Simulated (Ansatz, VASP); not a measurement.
## One calculation of SiW6, two programs

The input INCAR:

```
ALGO = Normal
DIPOL = 0.5 0.5 0.316
EDIFF = 1E-6
ENCUT = 520
GGA = PE
IDIPOL = 3
ISIF = 2
ISMEAR = 0
IVDW = 12
LASPH = T
LCHARG = T
LDIPOL = T
LELF = T
LREAL = F
LVACPOTAV = T
LVHAR = T
LWAVE = F
NBANDS = 53
NELM = 60
PREC = Accurate
SIGMA = 0.1
```

KPOINTS

```
k-points
0
Gamma
  6 6 1
```

POSCAR

```
SiW6
1.0
    4.4682526324      0.0000000000      0.0000000000
   -2.2341263162      3.8696202902      0.0000000000
    0.0000000000      0.0000000000     21.7259061349
W Si
6 1
Direct
    0.6666666667      0.3333333333      0.1841119986
    0.3333333333      0.6666666667      0.2260931360
    0.0000000000      0.0000000000      0.2680742733
    0.6666666667      0.3333333333      0.3070897866
    0.3333333333      0.6666666667      0.3466976876
    0.0000000000      0.0000000000      0.3832248047
    0.2222222222      0.6666666667      0.4982948038
```

Input for Ansatz:

```yaml
crystal:
  lattice:
    - [4.4682526324, 0.0, 0.0]
    - [-2.2341263162, 3.8696202902, 0.0]
    - [0.0, 0.0, 21.7259061349]
  atoms:
    - { symbol: W, position: [0.6666666667, 0.3333333333, 0.1841119986] }
    - { symbol: W, position: [0.3333333333, 0.6666666667, 0.226093136] }
    - { symbol: W, position: [0.0, 0.0, 0.2680742733] }
    - { symbol: W, position: [0.6666666667, 0.3333333333, 0.3070897866] }
    - { symbol: W, position: [0.3333333333, 0.6666666667, 0.3466976876] }
    - { symbol: W, position: [0.0, 0.0, 0.3832248047] }
    - { symbol: Si, position: [0.2222222222, 0.6666666667, 0.4982948038] }
basis:
  ecutwfc: 420
kpoints:
  mp_grid: { grid: [6, 6, 1] }
hamiltonian:
  xc: pbe
  pseudopotentials: { kind: paw, azcp: { folder: soft_1 } }
  dispersion: d3bj
scf:
  occupations: { method: gaussian, width: 0.1 }
output:
  forces: true
  eigenvalues: true
efield:
  axis: 3
  dipole_correction: true
  ramp_width: 0.04
```

Alike in both runs: task single point; functional PBE; dispersion D3(BJ); k mesh 6 × 6 × 1; occupations gaussian, width 0.1 eV; no spin polarisation.

|  | VASP | Ansatz |
| --- | --- | --- |
| version | VASP 6.6.1 | Ansatz 0.2.0 |
| potentials or method | VASP PAW PBE potentials, release 64 (W_sv, Si), cutoff 520 eV | scalar-relativistic, plane waves, PAW |
| valence electrons in the cell | 88 | 88 |

```csv
,VASP,Ansatz,Ansatz less VASP
gap on the k mesh at the Fermi level (eV),none,none,-
rms of the force components (eV/Å),0.884,0.876,-0.0082
"work function, face that differs most (eV)",3.95,3.95,-0.001
```

Atom by atom the forces differ by 0.022 eV/Å (rms over components). A gap of «none» marks a metal or a gap that the smearing closes. Ansatz's warnings: dispersion switch in reach.

Spin-orbit coupling is off throughout.
